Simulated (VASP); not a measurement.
# TlMo4F (P4/mmm) in VASP: further runs, part 2 of 2

VASP 6.6.1. The steps go on from the part before.

**3. Relaxation of cell and atoms, PBE**

This run uses another cell than the first one, of 18.53 Å³/atom.

The input, INCAR:

```
PREC = Accurate
ENCUT = 600
EDIFF = 1E-6
ISMEAR = 0
SIGMA = 0.1
LREAL = False
LASPH = True
NELM = 80
ALGO = Normal
ISIF = 3
LWAVE = False
LCHARG = False
GGA = PE
IBRION = 2
NSW = 90
EDIFFG = -0.04
```

The input, KPOINTS:

```
Automatic mesh
0
Gamma
  6 6 2
```

The input, POSCAR:

```
TlMo4F
1.0
    3.5799418646      0.0000000000      0.0000000000
    0.0000000000      3.5799418646      0.0000000000
    0.0000000000      0.0000000000      8.6765789527
Tl Mo F
1 4 1
Direct
    0.5000000000      0.5000000000      0.5000000000
    0.5000000000      0.0000000000      0.7751211043
    0.0000000000      0.5000000000      0.2248788957
    0.5000000000      0.0000000000      0.2248788957
    0.0000000000      0.5000000000      0.7751211043
    0.0000000000      0.0000000000      0.0000000000
```

Potentials or basis: VASP PAW PBE potentials, release 64 (Tl_d, Mo_sv, F).

Started as:

```
$ cat potpaw_PBE.64/Tl_d/POTCAR potpaw_PBE.64/Mo_sv/POTCAR potpaw_PBE.64/F/POTCAR > POTCAR
$ mpirun -np 1 vasp_std > vasp.out
```

OUTCAR:

```text
PREC = Accurate
   ENCUT = 600
   EDIFF = 1E-6
   ISMEAR = 0
   LREAL = False
   LASPH = True
   NELM = 80
   ISIF = 3
   GGA = PE
   IBRION = 2
   NSW = 90
   EDIFFG = -0.04

 ion  position               nearest neighbor table
   1  0.500  0.500  0.500-   2 2.98   3 2.98   4 2.98   5 2.98   2 2.98   4 2.98   3 2.98   5 2.98

   2  0.500  0.000  0.775-   5 2.53   5 2.53   5 2.53   5 2.53   6 2.65   6 2.65   1 2.98   1 2.98

   3  0.000  0.500  0.225-   4 2.53   4 2.53   4 2.53   4 2.53   6 2.65   6 2.65   1 2.98   1 2.98

   4  0.500  0.000  0.225-   3 2.53   3 2.53   3 2.53   3 2.53   6 2.65   6 2.65   1 2.98   1 2.98

   5  0.000  0.500  0.775-   2 2.53   2 2.53   2 2.53   2 2.53   6 2.65   6 2.65   1 2.98   1 2.98

   6  0.000  0.000  0.000-   2 2.65   3 2.65   4 2.65   5 2.65   3 2.65   5 2.65   2 2.65   4 2.65

  LATTYP: Found a simple tetragonal cell.
 ALAT       =     3.5799418646
 C/A-ratio  =     2.4236647635

  Lattice vectors:

 A1 = (   3.5799418646,   0.0000000000,   0.0000000000)
 A2 = (   0.0000000000,   3.5799418646,   0.0000000000)
 A3 = (   0.0000000000,   0.0000000000,   8.6765789527)

Analysis of symmetry for initial positions (statically):
[... 164 lines left out ...]
 maximum number of plane-waves:      3740
 NGX is ok and might be reduce to    30
   NGX = 15   NGY = 15   NGZ = 35

--------------------------------------- Ionic step        1  -------------------------------------------

 number of electron      75.9999997 magnetization

 Free energy of the ion-electron system (eV)
  ---------------------------------------------------
  ext. energy  EPLUGINS =         0.00000000
  ---------------------------------------------------
  free energy    TOTEN  =       -43.06954626 eV

  energy without entropy =      -43.03557269  energy(sigma->0) =      -43.05255948

------------------------ aborting loop because EDIFF is reached ----------------------------------------

  FORCE on cell =-STRESS in cart. coord.  units (eV):
  Direction    XX          YY          ZZ          XY          YZ          ZX
  --------------------------------------------------------------------------------------
  -------------------------------------------------------------------------------------
  Total       -0.6298777     -0.6298777      0.7182631      0.0000000      0.0000000      0.0000000
  in kB       -9.0754122     -9.0754122     10.3488882      0.0000000      0.0000000      0.0000000
  external PRESSURE =      -2.6006454 kB  Pullay stress =       0.0000000 kB
[... 307 lines left out ...]
--------------------------------------- Ionic step        9  -------------------------------------------

 number of electron      76.0000017 magnetization

 Free energy of the ion-electron system (eV)
  ---------------------------------------------------
  ext. energy  EPLUGINS =         0.00000000
  ---------------------------------------------------
  free energy    TOTEN  =       -43.08257154 eV

  energy without entropy =      -43.05179792  energy(sigma->0) =      -43.06718473

 E-fermi :   8.4729     XC(G=0): -11.5046

 val. band max:        8.4528524370   @ k =   0.3333   0.1667   0.5000
 cond. band min:       8.4778675320   @ k =   0.5000   0.0000   0.0000
 fundamental gap:      0.0250150949
 Fermi energy:         8.4728956394

 k-point     1 :       0.0000    0.0000    0.0000
  band No.  band energies     occupation
      1     -52.7162      2.00000
      2     -52.7157      2.00000
      3     -52.1768      2.00000
      4     -52.1766      2.00000
      5     -27.3559      2.00000
      6     -27.3559      2.00000
[... 982 lines left out ...]
  FREE ENERGIE OF THE ION-ELECTRON SYSTEM (eV)
  ---------------------------------------------------
  free  energy   TOTEN  =       -43.0825715375 eV

  energy  without entropy=      -43.0517979223  energy(sigma->0) =      -43.06718473

 reached required accuracy - stopping structural energy minimisation
```

OSZICAR:

```text
N       E                     dE             d eps       ncg     rms          rms(c)
DAV:   1     0.922148681941E+03    0.92215E+03   -0.49803E+04  1800   0.191E+03
DAV:   2    -0.339778919382E+01   -0.92555E+03   -0.90570E+03  1937   0.544E+02
[... 75 lines left out ...]
DAV:   1    -0.430874545851E+02   -0.53885E-02   -0.38280E-01  1800   0.445E+00    0.688E-01
DAV:   2    -0.430829203477E+02    0.45342E-02   -0.24381E-02  1810   0.100E+00    0.149E-01
DAV:   3    -0.430825486293E+02    0.37172E-03   -0.23518E-03  2093   0.267E-01    0.873E-02
DAV:   4    -0.430825517281E+02   -0.30988E-05   -0.14392E-04  2044   0.554E-02    0.542E-02
DAV:   5    -0.430825694233E+02   -0.17695E-04   -0.48193E-05  2209   0.351E-02    0.167E-02
DAV:   6    -0.430825718670E+02   -0.24437E-05   -0.22733E-05  1888   0.193E-02    0.556E-03
DAV:   7    -0.430825715375E+02    0.32957E-06   -0.31408E-06  1525   0.819E-03
   9 F= -.43082572E+02 E0= -.43067185E+02  d E =-.505955E-03
```

Run time: 7 min. Hardware: 1 thread of Intel Xeon Platinum 8559C (Emerald Rapids), shared host; peak memory 0.32 GiB.

What came out:

| Quantity | Value |
| --- | --- |
| Free energy | -43.0826 eV |
| Relaxed volume | 18.64 Å³/atom |
| Relaxed cell | a = 3.560 Å, b = 3.560 Å, c = 8.825 Å, α = 90.00°, β = 90.00°, γ = 90.00° |
| Space group after relaxing (to 0.1 Å) | P4/mmm (No. 123) |
| Energy gained by relaxing | 2.2 meV/atom |
| Ionic steps | 9 |
| Pressure after relaxing | 0.1 GPa |
| Largest force after relaxing | 0.013 eV/Å |
| Band gap on the k mesh | zero (bands 38 and 39 overlap by 1.34 eV) |

Forces in eV/Å, atoms in the order of the input:
```
Tl   0.000  0.000  0.000
Mo   0.000  0.000 -0.013
Mo   0.000  0.000  0.013
Mo   0.000  0.000  0.013
Mo   0.000  0.000 -0.013
F    0.000  0.000  0.000
```

Stress tensor (GPa, compression positive):
```
0.03 0.00 0.00
0.00 0.03 0.00
0.00 0.00 0.15
```

Step by step:
```csv
step,energy change (eV),largest force (eV/Å),pressure (GPa),volume (Å³)
1,0.0000,0.0357,-0.26,111.20
2,-0.0057,0.0549,0.78,110.71
3,-0.0057,0.0561,0.85,110.68
4,-0.0096,0.0729,0.30,111.38
5,-0.0102,0.0829,-0.03,111.84
6,-0.0103,0.0817,0.01,111.79
7,-0.0111,0.0685,-0.07,111.86
8,-0.0125,0.0285,-0.30,112.09
9,-0.0130,0.0127,0.07,111.82
```

Final structure:
```
CELL_PARAMETERS angstrom
3.55959 0.00000 0.00000
0.00000 3.55959 0.00000
0.00000 0.00000 8.82523
ATOMIC_POSITIONS crystal
Tl 0.50000 0.50000 0.50000
Mo 0.50000 0.00000 0.77282
Mo 0.00000 0.50000 0.22718
Mo 0.50000 0.00000 0.22718
Mo 0.00000 0.50000 0.77282
F 0.00000 0.00000 0.00000
```

Levels at points of the mesh, in eV from the Fermi level:
| k point | band 36 | band 37 | band 38 | band 39 | band 40 | band 41 |
| --- | --- | --- | --- | --- | --- | --- |
| (0.00, 0.00, 0.00) | -1.61 | -1.61 | -1.04 | 1.18 | 1.75 | 2.39 |
| (0.50, 0.00, 0.00) | -0.44 | -0.42 | -0.42 | -0.37 | -0.32 | 0.01 |
| (0.50, 0.50, 0.00) | -1.61 | 0.97 | 0.97 | 0.99 | 0.99 | 1.04 |
| (0.00, 0.00, 0.50) | -1.24 | -1.24 | 0.13 | 1.16 | 1.76 | 2.34 |
| (0.50, 0.00, 0.50) | -0.44 | -0.44 | -0.35 | -0.20 | -0.17 | -0.12 |
| (0.50, 0.50, 0.50) | -0.92 | 0.76 | 0.86 | 0.86 | 0.96 | 0.96 |

Caveat: the k points lie up to 0.36 Å⁻¹ apart in the final cell, too coarse for converged energies and pressures of a metal; spin-orbit coupling is left out, which moves the levels of the heavy elements.

The gap in the log of VASP goes by the Fermi energy; the results here count the filled bands.